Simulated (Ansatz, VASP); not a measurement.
# One calculation of Be, two programs

File INCAR:

```
SYSTEM = Be
PREC = Accurate ; ENCUT = 520
EDIFF = 1E-6 ; ISMEAR = -1
SIGMA = 0.05 ; LREAL = .FALSE.
LASPH = .TRUE. ; NELM = 100
ALGO = Normal ; ISIF = 2
LWAVE = .FALSE. ; LCHARG = .FALSE.
GGA = PS ; NBANDS = 7
```

File KPOINTS:

```
Automatic mesh
0
G
  23 23 23
  0 0 0
```

The input POSCAR:

```
Be
1.0
    0.0000000000      1.1594120851      1.1594120851
    1.1594120851      0.0000000000      1.1594120851
    1.1594120851      1.1594120851      0.0000000000
Be
1
Direct
    0.0000000000      0.0000000000      0.0000000000
```

Input for Ansatz:

```yaml
crystal:
  lattice:
    - [0.0, 1.1594120851, 1.1594120851]
    - [1.1594120851, 0.0, 1.1594120851]
    - [1.1594120851, 1.1594120851, 0.0]
  atoms:
    - { symbol: Be, position: [0.0, 0.0, 0.0] }
kpoints:
  mp_grid: { grid: [23, 23, 23] }
  band_path:
    path:
      - [0.0, 0.0, 0.0]
      - [0.5, 0.0, 0.5]
      - [0.625, 0.25, 0.625]
      - [0.375, 0.375, 0.75]
      - [0.0, 0.0, 0.0]
      - [0.5, 0.5, 0.5]
      - [0.5, 0.25, 0.75]
      - [0.5, 0.0, 0.5]
    npoints: 8
scf:
  occupations: { method: fermi_dirac, width: 0.05 }
hamiltonian:
  xc: pbesol
  pseudopotentials: { kind: all_electron, lapw: { basis_error: 0.001 } }
output:
  forces: true
  stress: true
  eigenvalues: true
  populations: true
  dos: { projected: true, de: 0.2, e_range: [-14, 8] }
```

Change from the starting cell: volume scaled by 0.4, LAPW.

Alike in both runs: task single point; functional PBEsol; k mesh 23 × 23 × 23; occupations fermi-dirac, width 0.05 eV; no spin polarisation.

|  | VASP | Ansatz |
| --- | --- | --- |
| version | VASP 6.6.1 | Ansatz 0.2.0 |
| potentials or method | VASP PAW PBE potentials, release 64 (Be), cutoff 520 eV | all-electron LAPW, scalar-relativistic |

Ansatz gave:

```
pressure (GPa) : 513.1
```

Q: What did VASP give for the same quantities?

A: Pressure (GPa): 521.5.

VASP's potentials were made for PBE, not for PBEsol. Both programs put the cell under a high pressure, so it lies far from rest at this level. Ansatz ran all-electron here, and VASP with PAW potentials.

Noted on VASP's run: the cell as given lies far from equilibrium.
